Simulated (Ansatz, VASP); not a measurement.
TaN in VASP and in Ansatz

The input INCAR:

```
  PREC = Accurate
  ENCUT = 520
  EDIFF = 1E-6
  ISMEAR = 0
  SIGMA = 0.15
  LREAL = F
  LASPH = T
  NELM = 80
  ALGO = Normal
  ISIF = 2
  LWAVE = F
  LCHARG = F
  NBANDS = 15
```

File KPOINTS:

```
Automatic mesh
0
Gamma
  18 18 18
```

Contents of POSCAR:

```
TaN
1.0
    0.0000000000      2.2031871567      2.1742693740
    2.2031871567      0.0000000000      2.1742693740
    2.2031871567      2.2031871567      0.0000000000
Ta N
1 1
Direct
    0.5000000000      0.5000000000      0.5000000000
    0.0000000000      0.0000000000      0.0000000000
```

Input for Ansatz:

```yaml
crystal:
  lattice:
    - [0.0, 2.2031871567, 2.174269374]
    - [2.2031871567, 0.0, 2.174269374]
    - [2.2031871567, 2.2031871567, 0.0]
  atoms:
    - { symbol: Ta, position: [0.5, 0.5, 0.5] }
    - { symbol: "N", position: [0.0, 0.0, 0.0] }
basis:
  ecutwfc: 520.0
kpoints:
  mp_grid: { grid: [18, 18, 18] }
hamiltonian:
  xc: lda
scf:
  occupations: { method: gaussian, width: 0.15 }
output:
  forces: true
  stress: true
  eigenvalues: true
```

Change from the starting cell: mode 4 frozen in at +0.000 Å, equal normal strain along x and y +0.0133.

Alike in both runs: task single point; functional LDA; k mesh 18 × 18 × 18; occupations gaussian, width 0.15 eV; no spin polarisation.

```csv
,VASP,Ansatz
version,VASP 6.6.1,Ansatz 0.2.0
potentials or method,"VASP PAW LDA potentials, release 64 (Ta_pv, N), cutoff 520 eV","scalar-relativistic, plane waves, PAW"
valence electrons in the cell,16,18
```

Ansatz gave:

- gap on the k mesh at the Fermi level (eV): none
- pressure (GPa): -9.3
- traceless stress, the component that is largest in VASP (GPa): 5.31

Estimate VASP's values.

gap on the k mesh at the Fermi level (eV): none; pressure (GPa): -7.4; traceless stress, the component that is largest in VASP (GPa): 5.39.

LDA's correlation is that of Perdew and Zunger in VASP and of Perdew and Wang (1992) in Ansatz. A gap of «none» marks a metal or a gap that the smearing closes. VASP's potentials hold 16 valence electrons a cell and Ansatz's 18, so a difference there can come from the potentials and not from the codes.

Neither program's run includes spin-orbit coupling.
